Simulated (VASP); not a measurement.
# CuI (I-4m2) in VASP: further runs

CuI is run at these levels: PBE, r2SCAN; tasks: single point.

All numbers are computed with VASP 6.6.1; they aren't measurements. Logs are shortened: lines on timing, memory, paths and dates and some standing lists are left out, and cuts for length are marked.

## Step 1: The cell of the first run

It takes space group I-4m2 (No. 119, tetragonal). Conventional cell: a = 4.502 Å, b = 4.502 Å, c = 5.552 Å, α = 90.00°, β = 90.00°, γ = 90.00°. Cu (site symmetry -4m2) has 4 I at 2.64 Å within 3.5 Å. I (site symmetry -4m2) has 4 Cu at 2.64 Å within 3.5 Å.

## Step 2: Single point, PBE (epitaxial xy strain +5.7%)

Contents of INCAR:

```
SYSTEM = CuI
PREC = Accurate
ENCUT = 520
EDIFF = 1E-7
ISMEAR = -1
SIGMA = 0.02
LREAL = .FALSE.
LASPH = .TRUE.
NELM = 100
ALGO = Normal
ISIF = 2
LWAVE = .FALSE.
LCHARG = .FALSE.
GGA = PE
NBANDS = 16
```

Contents of KPOINTS:

```
Automatic mesh
0
G
  8 8 8
  0 0 0
```

Contents of POSCAR:

```
CuI
1.0
    0.0000000000      3.1831269420      2.7758059142
    3.1831269420      0.0000000000      2.7758059142
    3.1831269420      3.1831269420      0.0000000000
Cu I
1 1
Direct
    0.2500000000      0.2500000000      0.2500000000
    0.0000000000      0.0000000000      0.0000000000
```

Potentials or basis: VASP PAW PBE potentials, release 64 (Cu, I).

The run is started by

```sh
$ cat potpaw_PBE.64/Cu/POTCAR potpaw_PBE.64/I/POTCAR > POTCAR
$ mpirun -np 1 vasp_std > vasp.out
```

OUTCAR:

```text
SYSTEM = CuI
   PREC = Accurate
   ENCUT = 520
   EDIFF = 1E-7
   ISMEAR = -1
   LREAL = .FALSE.
   LASPH = .TRUE.
   NELM = 100
   ISIF = 2
   GGA = PE

 ion  position               nearest neighbor table
   1  0.250  0.250  0.250-   2 2.64   2 2.64   2 2.64   2 2.64
   2  0.000  0.000  0.000-   1 2.64   1 2.64   1 2.64   1 2.64

  LATTYP: Found a body centered tetragonal cell.
 ALAT       =     4.5016212921
 C/A-ratio  =     1.2332471943

  Lattice vectors:

 A1 = (   0.0000000000,  -3.1831269420,  -2.7758059142)
 A2 = (   0.0000000000,   3.1831269420,  -2.7758059142)
 A3 = (   3.1831269420,   0.0000000000,   2.7758059142)

Analysis of symmetry for initial positions (statically):
=====================================================================
 Subroutine PRICEL returns:
 Original cell was already a primitive cell.

 Routine SETGRP: Setting up the symmetry group for a
 body centered tetragonal supercell.

 Subroutine GETGRP returns: Found  8 space group operations
 (whereof  8 operations were pure point group operations)
 out of a pool of 16 trial point group operations.

The static configuration has the point symmetry D_2d.

Analysis of symmetry for dynamics (positions and initial velocities):
=====================================================================
 Subroutine PRICEL returns:
 Original cell was already a primitive cell.

 Routine SETGRP: Setting up the symmetry group for a
 body centered tetragonal supercell.

 Subroutine GETGRP returns: Found  8 space group operations
 (whereof  8 operations were pure point group operations)
 out of a pool of 16 trial point group operations.

The dynamic configuration has the point symmetry D_2d.

 Subroutine INISYM returns: Found  8 space group operations
 (whereof  8 operations are pure point group operations),
 and found     1 'primitive' translations

----------------------------------------------------------------------------------------

                                     Primitive cell

  volume of cell :      56.2506

  direct lattice vectors                    reciprocal lattice vectors
     0.000000000  3.183126942  2.775805914    -0.157078247  0.157078247  0.180127868
     3.183126942  0.000000000  2.775805914     0.157078247 -0.157078247  0.180127868
     3.183126942  3.183126942  0.000000000     0.157078247  0.157078247 -0.180127868

  length of vectors
     4.223434101  4.223434101  4.501621292     0.285995105  0.285995105  0.285995105

  position of ions in fractional coordinates (direct lattice)
     0.250000000  0.250000000  0.250000000
     0.000000000  0.000000000  0.000000000

  ion indices of the primitive-cell ions
   primitive index   ion index
                 1           1
                 2           2

----------------------------------------------------------------------------------------

 KPOINTS: Automatic mesh

Automatic generation of k-mesh.
 Grid dimensions read from file:
 generate k-points for:    8    8    8

 Generating k-lattice:

  Cartesian coordinates                     Fractional coordinates (reciprocal lattice)
    -0.019634781  0.019634781  0.022515983     0.125000000  0.000000000  0.000000000
     0.019634781 -0.019634781  0.022515983     0.000000000  0.125000000  0.000000000
     0.019634781  0.019634781 -0.022515983     0.000000000  0.000000000  0.125000000

  Length of vectors
     0.035749388  0.035749388  0.035749388

  Shift w.r.t. Gamma in fractional coordinates (k-lattice)
     0.000000000  0.000000000  0.000000000

 Subroutine IBZKPT returns following result:
 ===========================================

 Found     59 irreducible k-points:

 Following reciprocal coordinates:
            Coordinates               Weight
  0.000000  0.000000  0.000000      1.000000
  0.125000  0.000000  0.000000      8.000000
  0.250000  0.000000  0.000000      8.000000
  0.375000  0.000000  0.000000      8.000000
  0.500000  0.000000  0.000000      4.000000
  0.125000  0.125000  0.000000      2.000000
[... 16 lines left out ...]
  0.250000  0.000000  0.125000     16.000000
  0.375000  0.000000  0.125000     16.000000
 [... further k-points ...]
   k-points           NKPTS =     59   k-points in BZ     NKDIM =     59   number of bands    NBANDS=     16
   number of dos      NEDOS =    301   number of ions     NIONS =      2
   total plane-waves  NPLWV =  36864
   dimension x,y,z NGX =    32 NGY =   32 NGZ =   36
   dimension x,y,z NGXF=    64 NGYF=   64 NGZF=   72
   ions per type =               1   1
   NGX,Y,Z   is equivalent  to a cutoff of  12.60, 12.60, 13.29 a.u.
   NGXF,Y,Z  is equivalent  to a cutoff of  25.19, 25.19, 26.59 a.u.
 SYSTEM =  CuI
   PREC   = accura    normal or accurate (medium, high low for compatibility)
   ISTART =      0    job   : 0-new  1-cont  2-samecut
   ICHARG =      2    charge: 1-file 2-atom 10-const
   ISPIN  =      1    spin polarized calculation?
   LNONCOLLINEAR =      F non collinear calculations
   LSORBIT =      F    spin-orbit coupling
   LASPH  =      T    aspherical Exc in radial PAW
   ENCUT  =  520.0 eV  38.22 Ry    6.18 a.u.   7.85  7.85  8.37*2*pi/ulx,y,z
   NELM   =    100;   NELMIN=  2; NELMDL= -5     # of ELM steps
   EDIFF  = 0.1E-06   stopping-criterion for ELM
   LREAL  =      F    real-space projection
   EDIFFG = 0.1E-05   stopping-criterion for IOM
   NSW    =      0    number of steps for IOM
   IBRION =     -1    ionic relax: 0-MD 1-quasi-New 2-CG
   NFREE  =      0    steps in history (QN), initial steepest desc. (CG)
   ISIF   =      2    stress and relaxation
   ISYM   =      2    0-nonsym 1-usesym 2-fastsym
   POTIM  = 0.5000    time-step for ionic-motion
   TEBEG  =    0.0;   TEEND  =   0.0 temperature during run
   PSTRESS=    0.0 pullay stress
   NELECT =      18.0000    total number of electrons
   NUPDOWN=      -1.0000    fix difference up-down
   EMIN   =  10.00;   EMAX   =-10.00  energy-range for DOS
   EFERMI =   0.00;   METHOD = LEGACY
   ISMEAR =    -1;   SIGMA  =   0.02  broadening in eV -4-tet -1-fermi 0-gaus
   EFERMI_NEDOS =   21; number of points for ismear=-14 and -15
   IALGO  =     38    algorithm
   IMIX   =      4    mixing-type and parameters
     AMIX     =   0.40;   BMIX     =  1.00
     AMIX_MAG =   1.60;   BMIX_MAG =  1.00
  volume/ion in A,a.u.               =      28.13       189.80
  Fermi-wavevector in a.u.,A,eV,Ry     =   1.119756  2.116032 17.059707  1.253853
  Thomas-Fermi vector in A             =   2.256397
   LORBIT       =      0    0 simple, 1 ext, 2 COOP (PROOUT), +10 PAW based schemes
   GGA     = PE    functional components
   LHFCALC =     F    Hartree Fock is set to
   AEXX    =    0.0000 exact exchange contribution
   IVDW    =     0    specifies the selected vdW correction
   LEPSILON=     F    determine dielectric tensor
   LRPA    =     F    only Hartree local field effects (RPA)
 non-spin polarized calculation
  energy-cutoff  :      520.00
  volume of cell :       56.25
 maximum number of plane-waves:      1532
   NGX = 15   NGY = 15   NGZ = 17

 number of electron      18.0000008 magnetization

 Free energy of the ion-electron system (eV)
  ---------------------------------------------------
  ext. energy  EPLUGINS =         0.00000000
  ---------------------------------------------------
  free energy    TOTEN  =        -5.52885481 eV

  energy without entropy =       -5.52885481  energy(sigma->0) =       -5.52885481

 E-fermi :   4.7736     XC(G=0):  -8.9088

 val. band max:        4.3722284322   @ k =   0.0000   0.0000   0.0000
 cond. band min:       5.3916679777   @ k =   0.0000   0.0000   0.0000
 fundamental gap:      1.0194395455
 Fermi energy:         4.7736482978

 k-point     1 :       0.0000    0.0000    0.0000
  band No.  band energies     occupation
      1      -9.6093      2.00000
      2       0.7501      2.00000
      3       0.7501      2.00000
      4       0.8721      2.00000
      5       2.4785      2.00000
      6       2.5749      2.00000
[... 8 lines left out ...]
     15      12.9572      0.00000
     16      14.2257      0.00000

 k-point     2 :       0.1250    0.0000    0.0000
  band No.  band energies     occupation
      1      -9.5378      2.00000
      2       0.4791      2.00000
      3       0.7298      2.00000
      4       0.8623      2.00000
      5       2.4795      2.00000
      6       2.5659      2.00000
[... 8 lines left out ...]
     15      13.0231      0.00000
     16      13.6652      0.00000

 k-point     3 :       0.2500    0.0000    0.0000
  band No.  band energies     occupation
      1      -9.3548      2.00000
      2      -0.2248      2.00000
      3       0.6761      2.00000
      4       0.9096      2.00000
      5       2.4973      2.00000
      6       2.5510      2.00000
[... 8 lines left out ...]
     15      12.8864      0.00000
     16      14.1404      0.00000

 k-point     4 :       0.3750    0.0000    0.0000
  band No.  band energies     occupation
      1      -9.1544      2.00000
      2      -0.8971      2.00000
      3       0.6163      2.00000
      4       0.9564      2.00000
      5       2.5432      2.00000
      6       2.5489      2.00000
[... 8 lines left out ...]
     15      14.1805      0.00000
     16      14.2217      0.00000

 k-point     5 :       0.5000    0.0000    0.0000
  band No.  band energies     occupation
      1      -9.0653      2.00000
      2      -1.1675      2.00000
      3       0.5900      2.00000
      4       0.9735      2.00000
      5       2.5480      2.00000
      6       2.5738      2.00000
[... 8 lines left out ...]
     15      14.5797      0.00000
     16      15.7522      0.00000

 k-point     6 :       0.1250    0.1250    0.0000
  band No.  band energies     occupation
      1      -9.4982      2.00000
      2       0.5129      2.00000
      3       0.6889      2.00000
      4       0.6889      2.00000
      5       2.4991      2.00000
      6       2.5537      2.00000
[... 8 lines left out ...]
     15      13.1673      0.00000
     16      14.3790      0.00000

 k-point     7 :       0.2500    0.1250    0.0000
  band No.  band energies     occupation
      1      -9.3403      2.00000
      2      -0.0623      2.00000
      3       0.6222      2.00000
      4       0.7312      2.00000
      5       2.5233      2.00000
      6       2.5321      2.00000
[... 8 lines left out ...]
     15      13.4819      0.00000
     16      14.5314      0.00000

 k-point     8 :       0.3750    0.1250    0.0000
  band No.  band energies     occupation
      1      -9.1429      2.00000
      2      -0.7084      2.00000
      3       0.5639      2.00000
      4       0.7595      2.00000
      5       2.5306      2.00000
      6       2.5604      2.00000
[... 8 lines left out ...]
     15      14.5020      0.00000
     16      14.6870      0.00000

 k-point     9 :       0.5000    0.1250    0.0000
  band No.  band energies     occupation
      1      -9.0266      2.00000
      2      -1.0536      2.00000
      3       0.5510      2.00000
      4       0.7507      2.00000
      5       2.5249      2.00000
      6       2.5741      2.00000
[... 8 lines left out ...]
     15      15.1442      0.00000
     16      15.6051      0.00000
[... 172 lines left out ...]
 k-point    19 :       0.5000    0.3750    0.0000
  band No.  band energies     occupation
      1      -8.8276      2.00000
      2      -0.7528      2.00000
      3       0.2129      2.00000
      4       0.3552      2.00000
      5       2.5240      2.00000
      6       2.5996      2.00000
[... 8 lines left out ...]
     15      15.3815      0.00000
     16      16.4157      0.00000

 k-point    20 :      -0.3750    0.3750    0.0000
  band No.  band energies     occupation
      1      -8.8419      2.00000
      2      -0.6257      2.00000
      3      -0.0605      2.00000
      4       0.4092      2.00000
      5       2.4417      2.00000
      6       2.5621      2.00000
[... 8 lines left out ...]
     15      14.0292      0.00000
     16      17.9413      0.00000

 k-point    21 :       0.5000    0.5000    0.0000
  band No.  band energies     occupation
      1      -8.7836      2.00000
      2      -0.8352      2.00000
      3       0.3136      2.00000
      4       0.3136      2.00000
      5       2.6042      2.00000
      6       2.6182      2.00000
[... 8 lines left out ...]
     15      15.4072      0.00000
     16      16.0407      0.00000

 k-point    22 :       0.1250    0.0000    0.1250
  band No.  band energies     occupation
      1      -9.5220      2.00000
      2       0.4084      2.00000
      3       0.7390      2.00000
      4       0.8843      2.00000
      5       2.4629      2.00000
      6       2.5706      2.00000
[... 8 lines left out ...]
     15      13.4114      0.00000
     16      13.8991      0.00000

 k-point    23 :       0.2500    0.0000    0.1250
  band No.  band energies     occupation
      1      -9.3817      2.00000
      2      -0.0775      2.00000
      3       0.6966      2.00000
      4       0.8872      2.00000
      5       2.4550      2.00000
      6       2.5680      2.00000
[... 8 lines left out ...]
     15      13.5270      0.00000
     16      14.6974      0.00000

 k-point    24 :       0.3750    0.0000    0.1250
  band No.  band energies     occupation
      1      -9.1853      2.00000
      2      -0.6774      2.00000
      3       0.5710      2.00000
      4       0.9038      2.00000
      5       2.4826      2.00000
      6       2.5664      2.00000
[... 8 lines left out ...]
     15      13.8706      0.00000
     16      14.9214      0.00000

 [... further k-points ...]
[... 5 lines left out ...]
  --------------------------------------------------------------------------------------
  -------------------------------------------------------------------------------------
  Total       -0.3073838     -0.3073838      0.3810177      0.0000000      0.0000000      0.0000000
  in kB       -8.7551707     -8.7551707     10.8524738      0.0000000      0.0000000      0.0000000
  external PRESSURE =      -2.2192892 kB  Pullay stress =       0.0000000 kB

 VOLUME and BASIS-vectors are now :
 -----------------------------------------------------------------------------
  energy-cutoff  :      520.00
  volume of cell :       56.25
      direct lattice vectors                 reciprocal lattice vectors
     0.000000000  3.183126942  2.775805914    -0.157078247  0.157078247  0.180127868
     3.183126942  0.000000000  2.775805914     0.157078247 -0.157078247  0.180127868
     3.183126942  3.183126942  0.000000000     0.157078247  0.157078247 -0.180127868

 POSITION                                       TOTAL-FORCE (eV/Angst)
 -----------------------------------------------------------------------------------
      1.59156      1.59156      1.38790         0.000000      0.000000     -0.000000
      0.00000      0.00000      0.00000        -0.000000     -0.000000      0.000000
 -----------------------------------------------------------------------------------
    total drift:                               -0.000001     -0.000001     -0.000005

  FREE ENERGIE OF THE ION-ELECTRON SYSTEM (eV)
  ---------------------------------------------------
  free  energy   TOTEN  =        -5.5288548102 eV

  energy  without entropy=       -5.5288548102  energy(sigma->0) =       -5.52885481
```

Wall time 25 s (1 thread of Intel Xeon 6975P-C (Granite Rapids), shared host); peak memory 0.22 GiB.

Results:

| Property | Result |
| --- | --- |
| Free energy | -5.5289 eV |
| Pressure | -0.2 GPa |
| Band gap on the k mesh | 1.02 eV |

Stress tensor (GPa, compression positive):
```
-0.88  0.00  0.00
 0.00 -0.88  0.00
 0.00  0.00  1.09
```

Caveat: the cell differs from its parent crystal (epitaxial xy strain +5.7%); spin-orbit coupling is left out, which moves the levels of the heavy elements.

[end of part 1 of 3]
